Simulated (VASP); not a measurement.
# Cr (Im-3m) in VASP: single point with PBE

Aim: the single point of Cr with PBE.

Program: VASP 6.6.1. These are calculated values, not measurements. Logs are shortened: lines on timing, memory, paths and dates and some standing lists are left out, and cuts for length are marked.

## 1. The cell of the first run

The structure is cubic, space group Im-3m (No. 229). The conventional cell has a = 2.884 Å, b = 2.884 Å, c = 2.884 Å, α = 90.00°, β = 90.00°, γ = 90.00°. Within 3.3 Å of Cr (site symmetry m-3m) lie 14 Cr at 2.50 to 2.88 Å.

## 2. Single point, PBE, non-collinear spin, zero start, moments held on the sites

INCAR reads:

```
ALGO = Normal ; AMIX = 0.2
AMIX_MAG = 0.8 ; BMIX = 1E-4
BMIX_MAG = 1E-4 ; EDIFF = 1E-6
ENCUT = 500 ; GGA = PE
GGA_COMPAT = False ; ISIF = 2
ISMEAR = -1 ; ISYM = -1
I_CONSTRAINED_M = 1 ; KPAR = 4
LAMBDA = 10 ; LASPH = True
LCHARG = False ; LMAXMIX = 4
LNONCOLLINEAR = True ; LORBIT = 11
LREAL = False ; LWAVE = False
MAGMOM = 0 0 0 0 0 0 ; M_CONSTR = 3 0 0 3 0 0
NBANDS = 36 ; NELM = 200
PREC = Accurate ; RWIGS = 1.39
SIGMA = 0.08
```

KPOINTS reads:

```
k-points
0
Gamma
  10 10 10
```

POSCAR reads:

```
Cr
1.0
    2.8839000000      0.0000000000      0.0000000000
    0.0000000000      2.8839000000      0.0000000000
    0.0000000000      0.0000000000      2.8839000000
Cr
2
Direct
    0.0000000000      0.0000000000      0.0000000000
    0.5000000000      0.5000000000      0.5000000000
```

Potentials or basis: VASP PAW PBE potentials, release 64 (Cr_pv).

Command:

```bash
$ cat potpaw_PBE.64/Cr_pv/POTCAR > POTCAR
$ mpirun -np 4 vasp_ncl > vasp.out
```

OUTCAR:

```text
AMIX = 0.2
   AMIX_MAG = 0.8
   EDIFF = 1E-6
   ENCUT = 500
   GGA = PE
   ISIF = 2
   ISMEAR = -1
   ISYM = -1
   LASPH = True
   LNONCOLLINEAR = True
   LORBIT = 11
   LREAL = False
   NELM = 200
   PREC = Accurate

 ion  position               nearest neighbor table
   1  0.000  0.000  0.000-   2 2.50   2 2.50   2 2.50   2 2.50   2 2.50   2 2.50   2 2.50   2 2.50

   2  0.500  0.500  0.500-   1 2.50   1 2.50   1 2.50   1 2.50   1 2.50   1 2.50   1 2.50   1 2.50

IMPORTANT INFORMATION: All symmetrisations will be switched off!
NOSYMM: (Re-)initialisation of all symmetry stuff for point group C_1.

----------------------------------------------------------------------------------------

                                     Primitive cell

  volume of cell :      23.9850

  direct lattice vectors                    reciprocal lattice vectors
     2.883900000  0.000000000  0.000000000     0.346752661  0.000000000  0.000000000
     0.000000000  2.883900000  0.000000000     0.000000000  0.346752661  0.000000000
     0.000000000  0.000000000  2.883900000     0.000000000  0.000000000  0.346752661

  length of vectors
     2.883900000  2.883900000  2.883900000     0.346752661  0.346752661  0.346752661

  position of ions in fractional coordinates (direct lattice)
     0.000000000  0.000000000  0.000000000
     0.500000000  0.500000000  0.500000000

  ion indices of the primitive-cell ions
   primitive index   ion index
                 1           1
                 2           2

----------------------------------------------------------------------------------------

 KPOINTS: k-points

Automatic generation of k-mesh.
 Grid dimensions read from file:
 generate k-points for:   10   10   10

 Generating k-lattice:

  Cartesian coordinates                     Fractional coordinates (reciprocal lattice)
     0.034675266  0.000000000  0.000000000     0.100000000  0.000000000  0.000000000
     0.000000000  0.034675266  0.000000000     0.000000000  0.100000000  0.000000000
     0.000000000  0.000000000  0.034675266     0.000000000  0.000000000  0.100000000

  Length of vectors
     0.034675266  0.034675266  0.034675266

  Shift w.r.t. Gamma in fractional coordinates (k-lattice)
     0.000000000  0.000000000  0.000000000

 Subroutine IBZKPT returns following result:
 ===========================================

 Found   1000 irreducible k-points:

 Following reciprocal coordinates:
            Coordinates               Weight
  0.000000  0.000000  0.000000      1.000000
  0.100000  0.000000  0.000000      1.000000
  0.200000  0.000000  0.000000      1.000000
  0.300000  0.000000  0.000000      1.000000
  0.400000  0.000000  0.000000      1.000000
  0.500000  0.000000  0.000000      1.000000
[... 16 lines left out ...]
  0.200000  0.200000  0.000000      1.000000
  0.300000  0.200000  0.000000      1.000000
 [... further k-points ...]
   k-points           NKPTS =   1000   k-points in BZ     NKDIM =   1000   number of bands    NBANDS=     36
   number of dos      NEDOS =    301   number of ions     NIONS =      2
   total plane-waves  NPLWV =  13824
   dimension x,y,z NGX =    24 NGY =   24 NGZ =   24
   dimension x,y,z NGXF=    48 NGYF=   48 NGZF=   48
   ions per type =               2
   NGX,Y,Z   is equivalent  to a cutoff of  13.84, 13.84, 13.84 a.u.
   NGXF,Y,Z  is equivalent  to a cutoff of  27.67, 27.67, 27.67 a.u.
 SYSTEM =  unknown system
   PREC   = accura    normal or accurate (medium, high low for compatibility)
   ISTART =      0    job   : 0-new  1-cont  2-samecut
   ICHARG =      2    charge: 1-file 2-atom 10-const
   ISPIN  =      1    spin polarized calculation?
   LNONCOLLINEAR =      T non collinear calculations
   LSORBIT =      F    spin-orbit coupling
   LASPH  =      T    aspherical Exc in radial PAW
   ENCUT  =  500.0 eV  36.75 Ry    6.06 a.u.   5.26  5.26  5.26*2*pi/ulx,y,z
   NELM   =    200;   NELMIN=  2; NELMDL= -5     # of ELM steps
   EDIFF  = 0.1E-05   stopping-criterion for ELM
   LREAL  =      F    real-space projection
   EDIFFG = 0.1E-04   stopping-criterion for IOM
   NSW    =      0    number of steps for IOM
   IBRION =     -1    ionic relax: 0-MD 1-quasi-New 2-CG
   NFREE  =      0    steps in history (QN), initial steepest desc. (CG)
   ISIF   =      2    stress and relaxation
   ISYM   =     -1    0-nonsym 1-usesym 2-fastsym
   POTIM  = 0.5000    time-step for ionic-motion
   TEBEG  =    0.0;   TEEND  =   0.0 temperature during run
   PSTRESS=    0.0 pullay stress
   NELECT =      24.0000    total number of electrons
   NUPDOWN=      -1.0000    fix difference up-down
   EMIN   =  10.00;   EMAX   =-10.00  energy-range for DOS
   EFERMI =   0.00;   METHOD = LEGACY
   ISMEAR =    -1;   SIGMA  =   0.08  broadening in eV -4-tet -1-fermi 0-gaus
   EFERMI_NEDOS =   21; number of points for ismear=-14 and -15
   IALGO  =     38    algorithm
   IMIX   =      4    mixing-type and parameters
     AMIX     =   0.20;   BMIX     =  0.00
     AMIX_MAG =   0.80;   BMIX_MAG =  0.00
  volume/ion in A,a.u.               =      11.99        80.93
  Fermi-wavevector in a.u.,A,eV,Ry     =   1.637439  3.094310 36.480015  2.681205
  Thomas-Fermi vector in A             =   2.728578
   LORBIT       =     11    0 simple, 1 ext, 2 COOP (PROOUT), +10 PAW based schemes
   GGA     = PE    functional components
   LHFCALC =     F    Hartree Fock is set to
   AEXX    =    0.0000 exact exchange contribution
   IVDW    =     0    specifies the selected vdW correction
   LEPSILON=     F    determine dielectric tensor
   LRPA    =     F    only Hartree local field effects (RPA)
  energy-cutoff  :      500.00
  volume of cell :       23.99
 maximum number of plane-waves:      1248
 NGX is ok and might be reduce to    24
   NGX = 11   NGY = 11   NGZ = 11

 number of electron      23.9999981 magnetization       0.0000054      0.0000237      0.0000008

 number of electron      23.9999980 magnetization       0.0000061     -0.0085769      0.0005667

 number of electron      23.9999980 magnetization      -0.0000029     -0.0003321      0.0000721

 number of electron      23.9999980 magnetization      -0.0000026     -0.0002128     -0.0000181

 Free energy of the ion-electron system (eV)
  ---------------------------------------------------
  ext. energy  EPLUGINS =         0.00000000
  ---------------------------------------------------
  free energy    TOTEN  =       -19.01741234 eV

  energy without entropy =      -18.98621715  energy(sigma->0) =      -19.00181474

 E-fermi :  10.4388     XC(G=0): -13.4575

 val. band max:       10.4200376658   @ k =  -0.1000   0.5000  -0.1000
 cond. band min:      10.4395669921   @ k =   0.4000   0.1000  -0.1000
 fundamental gap:      0.0195293263
 Fermi energy:        10.4388095071

 k-point     1 :       0.0000    0.0000    0.0000
  band No.  band energies     occupation
      1     -32.8931      1.00000
      2     -32.8931      1.00000
      3     -32.8931      1.00000
      4     -32.8926      1.00000
      5     -32.8926      1.00000
      6     -32.8926      1.00000
[... 28 lines left out ...]
     35      17.5268      0.00000
     36      17.5298      0.00000

 k-point     2 :       0.1000    0.0000    0.0000
  band No.  band energies     occupation
      1     -32.8934      1.00000
      2     -32.8929      1.00000
      3     -32.8786      1.00000
      4     -32.8786      1.00000
      5     -32.8780      1.00000
      6     -32.8780      1.00000
[... 28 lines left out ...]
     35      17.5257      0.00000
     36      17.5283      0.00000

 k-point     3 :       0.2000    0.0000    0.0000
  band No.  band energies     occupation
      1     -32.8907      1.00000
      2     -32.8902      1.00000
      3     -32.8366      1.00000
      4     -32.8366      1.00000
      5     -32.8361      1.00000
      6     -32.8361      1.00000
[... 28 lines left out ...]
     35      17.4956      0.00000
     36      17.4961      0.00000
[... 742 lines left out ...]
 k-point    23 :       0.2000    0.2000    0.0000
  band No.  band energies     occupation
      1     -32.9807      1.00000
      2     -32.9801      1.00000
      3     -32.7897      1.00000
      4     -32.7892      1.00000
      5     -32.7054      1.00000
      6     -32.7049      1.00000
[... 28 lines left out ...]
     35      17.5242      0.00000
     36      17.5294      0.00000

 k-point    24 :       0.3000    0.2000    0.0000
  band No.  band energies     occupation
      1     -33.0049      1.00000
      2     -33.0043      1.00000
      3     -32.7454      1.00000
      4     -32.7448      1.00000
      5     -32.7363      1.00000
      6     -32.7357      1.00000
[... 28 lines left out ...]
     35      16.2342      0.00000
     36      16.2347      0.00000

 [... further k-points ...]

------------------------ aborting loop because EDIFF is reached ----------------------------------------

  FORCE on cell =-STRESS in cart. coord.  units (eV):
  Direction    XX          YY          ZZ          XY          YZ          ZX
  --------------------------------------------------------------------------------------
  -------------------------------------------------------------------------------------
  Total       -1.4034495     -1.4034690     -1.4034462      0.0000191     -0.0000337     -0.0000231
  in kB      -93.7490319    -93.7503303    -93.7488092      0.0012786     -0.0022483     -0.0015408
  external PRESSURE =     -93.7493905 kB  Pullay stress =       0.0000000 kB

 VOLUME and BASIS-vectors are now :
 -----------------------------------------------------------------------------
  energy-cutoff  :      500.00
  volume of cell :       23.99
      direct lattice vectors                 reciprocal lattice vectors
     2.883900000  0.000000000  0.000000000     0.346752661  0.000000000  0.000000000
     0.000000000  2.883900000  0.000000000     0.000000000  0.346752661  0.000000000
     0.000000000  0.000000000  2.883900000     0.000000000  0.000000000  0.346752661

 POSITION                                       TOTAL-FORCE (eV/Angst)
 -----------------------------------------------------------------------------------
      0.00000      0.00000      0.00000         0.000001      0.000000     -0.000000
      1.44195      1.44195      1.44195        -0.000001     -0.000000      0.000000
 -----------------------------------------------------------------------------------
    total drift:                                0.000001     -0.000000     -0.000001

  FREE ENERGIE OF THE ION-ELECTRON SYSTEM (eV)
  ---------------------------------------------------
  free  energy   TOTEN  =       -19.0174123373 eV

  energy  without entropy=      -18.9862171514  energy(sigma->0) =      -19.00181474

 total charge

# of ion       s       p       d       tot
------------------------------------------
    1        0.427   6.383   4.169  10.978
    2        0.427   6.383   4.169  10.978
--------------------------------------------------
tot          0.854  12.765   8.337  21.956

 magnetization (x)

# of ion       s       p       d       tot
------------------------------------------
    1        0.000   0.000   0.000   0.000
    2       -0.000   0.000  -0.000  -0.000
--------------------------------------------------
tot         -0.000   0.000  -0.000  -0.000

 magnetization (y)

# of ion       s       p       d       tot
------------------------------------------
    1        0.000  -0.000  -0.000  -0.000
    2        0.000  -0.000  -0.000  -0.000
--------------------------------------------------
tot          0.000  -0.000  -0.000  -0.000

 magnetization (z)

# of ion       s       p       d       tot
------------------------------------------
    1       -0.000   0.000   0.000   0.000
    2        0.000   0.000  -0.000  -0.000
--------------------------------------------------
tot          0.000   0.000  -0.000   0.000
```

It took 10 min on 4 MPI ranks of Intel Xeon Platinum 8259CL at 2.50GHz (Skylake/Cascade Lake), shared host; peak memory 1 GiB.

What came out:

```yaml
Free_energy: -19.0174 eV
Band_gap_on_the_k_mesh: zero (bands 24 and 25 overlap by 1.42 eV)
Net_moment: 0.00 μB per cell
Valence_electrons_inside_the_program's_atomic_spheres: Cr 10.98
```

Moments on the atoms (μB; x, y, z):
```
Cr  0.00 0.00 0.00
Cr  0.00 0.00 0.00
```

Caveat: moments held by a penalty.
